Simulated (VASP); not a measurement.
# TaN (P-62m) in VASP: further runs, part 2 of 2

VASP 6.6.1.

## (4) Single point, r2SCAN

This run uses another cell than the first one, of 11.36 Å³/atom.

POSCAR reads:

```
TaN
1.0
    5.2024855500      0.0000000000      0.0000000000
   -2.6012427800      4.5054846500      0.0000000000
    0.0000000000      0.0000000000      2.9075295600
Ta N
3 3
Direct
    0.3333333300      0.6666666700      0.5000000000
    0.6666666700      0.3333333300      0.5000000000
    0.0000000000      0.0000000000      0.0000000000
    0.3923998700      0.0000000000      0.0000000000
    0.6076001300      0.6076001300      0.0000000000
    0.0000000000      0.3923998700      0.0000000000
```

INCAR.step1 reads:

```
PREC = Accurate
ENCUT = 770
ISMEAR = -1
SIGMA = 0.1
LREAL = False
LASPH = True
NELM = 120
NBANDS = 36
GGA = PE
ALGO = Normal
EDIFF = 1E-5
LWAVE = True
LCHARG = False
GGA_COMPAT = False
```

INCAR.step2 reads:

```
PREC = Accurate
ENCUT = 770
EDIFF = 1E-6
ISMEAR = -1
SIGMA = 0.1
LREAL = False
LASPH = True
NELM = 120
ALGO = Normal
ISIF = 2
LWAVE = False
LCHARG = False
METAGGA = R2SCAN
LMIXTAU = True
NBANDS = 36
ISTART = 1
GGA_COMPAT = False
```

KPOINTS reads:

```
regular mesh
0
Gamma
  8 8 12
```

Potentials or basis: VASP PAW PBE potentials, release 64 (Ta_sv_GW, N).

Started as:

```bash
$ cat potpaw_PBE.64/Ta_sv_GW/POTCAR potpaw_PBE.64/N/POTCAR > POTCAR
$ cp INCAR.step1 INCAR
$ mpirun -np 1 vasp_std > vasp.out
$ cp INCAR.step2 INCAR
$ mpirun -np 1 vasp_std > vasp.out
```

OUTCAR:

```text
PREC = Accurate
   ENCUT = 770
   EDIFF = 1E-6
   ISMEAR = -1
   LREAL = False
   LASPH = True
   NELM = 120
   ISIF = 2
   METAGGA = R2SCAN
   ISTART = 1

 ion  position               nearest neighbor table
   1  0.333  0.667  0.500-   4 2.16   4 2.16   6 2.16   6 2.16   5 2.16   5 2.16   2 3.00   2 3.00
                             2 3.00
   2  0.667  0.333  0.500-   6 2.16   6 2.16   4 2.16   4 2.16   5 2.16   5 2.16   1 3.00   1 3.00
                             1 3.00
   3  0.000  0.000  0.000-   5 2.04   4 2.04   6 2.04
   4  0.392  0.000  0.000-   3 2.04   1 2.16   1 2.16   2 2.16   2 2.16
[... 1146 lines left out ...]
  Total       -0.0036521     -0.0036521      0.2164269      0.0000000     -0.0000000      0.0000000
  in kB       -0.0858581     -0.0858581      5.0879790      0.0000000     -0.0000000      0.0000000
  external PRESSURE =       1.6387543 kB  Pullay stress =       0.0000000 kB

 VOLUME and BASIS-vectors are now :
 -----------------------------------------------------------------------------
  energy-cutoff  :      770.00
  volume of cell :       68.15
      direct lattice vectors                 reciprocal lattice vectors
     5.202485550  0.000000000  0.000000000     0.192215815  0.110975853  0.000000000
    -2.601242780  4.505484650  0.000000000     0.000000000  0.221951705  0.000000000
     0.000000000  0.000000000  2.907529560     0.000000000  0.000000000  0.343934594

 POSITION                                       TOTAL-FORCE (eV/Angst)
 -----------------------------------------------------------------------------------
     -0.00000      3.00366      1.45376        -0.000000      0.000000      0.000000
      2.60124      1.50183      1.45376        -0.000000     -0.000000      0.000000
      0.00000      0.00000      0.00000        -0.000000      0.000000      0.000000
      2.04145      0.00000      0.00000         0.002768      0.000000     -0.000000
      1.58052      2.73753      0.00000        -0.001384     -0.002397      0.000000
     -1.02073      1.76795      0.00000        -0.001384      0.002397      0.000000
 -----------------------------------------------------------------------------------
    total drift:                               -0.000001     -0.000001      0.000000

  FREE ENERGIE OF THE ION-ELECTRON SYSTEM (eV)
  ---------------------------------------------------
  free  energy   TOTEN  =      -188.9899121418 eV

  energy  without entropy=     -188.9700515045  energy(sigma->0) =     -188.97998182
```

OUTCAR.step1:

```text
PREC = Accurate
   ENCUT = 770
   ISMEAR = -1
   LREAL = False
   LASPH = True
   NELM = 120
[... 1174 lines left out ...]
      2.04145      0.00000      0.00000         0.067092     -0.000000     -0.000000
      1.58052      2.73753      0.00000        -0.033546     -0.058103      0.000000
     -1.02073      1.76795      0.00000        -0.033546      0.058103      0.000000
 -----------------------------------------------------------------------------------
    total drift:                                0.000000      0.000000      0.000000

  FREE ENERGIE OF THE ION-ELECTRON SYSTEM (eV)
  ---------------------------------------------------
  free  energy   TOTEN  =       -75.0780658770 eV

  energy  without entropy=      -75.0554810175  energy(sigma->0) =      -75.06677345
```

OSZICAR.step1:

```text
N       E                     dE             d eps       ncg     rms          rms(c)
DAV:   1     0.577859027547E+03    0.57786E+03   -0.41315E+04  5040   0.209E+03
[... 11 lines left out ...]
DAV:  13    -0.751754578023E+02    0.66218E+00   -0.16605E+00  7540   0.665E+00    0.133E+02
DAV:  14    -0.751036094318E+02    0.71848E-01   -0.16451E-01  7396   0.218E+00    0.540E+01
DAV:  15    -0.750781552838E+02    0.25454E-01   -0.87660E-02  7312   0.142E+00    0.715E+00
DAV:  16    -0.750780969108E+02    0.58373E-04   -0.77035E-03  7572   0.427E-01    0.390E+00
DAV:  17    -0.750780978415E+02   -0.93063E-06   -0.41518E-04  6004   0.162E-01    0.239E+00
DAV:  18    -0.750780744957E+02    0.23346E-04   -0.21126E-04  6012   0.698E-02    0.179E+00
DAV:  19    -0.750780658770E+02    0.86188E-05   -0.30538E-05  4552   0.395E-02
   1 F= -.75078066E+02 E0= -.75066773E+02  d E =-.225849E-01
```

Run time: 14 min. Hardware: 1 thread of Intel Xeon 6975P-C (Granite Rapids), shared host; peak memory 0.45 GiB.

Results:

```
Free energy            : -188.9899 eV
Pressure               : 0.2 GPa
Band gap on the k mesh : zero (bands 27 and 28 overlap by 3.28 eV)
```

Forces on the atoms (eV/Å):
```
Ta   0.000  0.000  0.000
Ta   0.000  0.000  0.000
Ta   0.000  0.000  0.000
N    0.003  0.000  0.000
N   -0.001 -0.002  0.000
N   -0.001  0.002  0.000
```

Caveat: the PAW data sets were made with another functional, which shifts forces and pressure a little; spin-orbit coupling is left out, which moves the levels of the heavy elements.

## (5) Summary

```tsv
level	potentials or basis	cell	k mesh	cutoff (eV)	gap on the mesh (eV)	pressure (GPa)
PBEsol	VASP PAW PBE potentials, release 64 (Ta_sv_GW, N)	a = 5.180, b = 5.180, c = 2.894 Å, angles 90.0, 90.0, 120.0°, 6 atoms, atomic positions A	7 × 7 × 11	700	none	0.2
LDA	VASP PAW LDA potentials, release 64 (Ta_sv_GW, N)	a = 5.150, b = 5.150, c = 2.874 Å, angles 90.0, 90.0, 120.0°, 6 atoms, atomic positions B	7 × 7 × 11	700	none	1.1
r2SCAN	VASP PAW PBE potentials, release 64 (Ta_sv_GW, N)	a = 5.202, b = 5.202, c = 2.908 Å, angles 90.0, 90.0, 120.0°, 6 atoms, atomic positions C	8 × 8 × 12	770	none	0.2
```

Alike in all rows: task single point; no spin polarisation; smearing fermi-dirac 0.1 eV.

Caveats: spin-orbit coupling is left out, which moves the levels of the heavy elements; the PAW data sets were made with another functional, which shifts forces and pressure a little (at least some runs).

Total energies depend on the potentials used, so only differences within one code and one set of settings carry meaning.
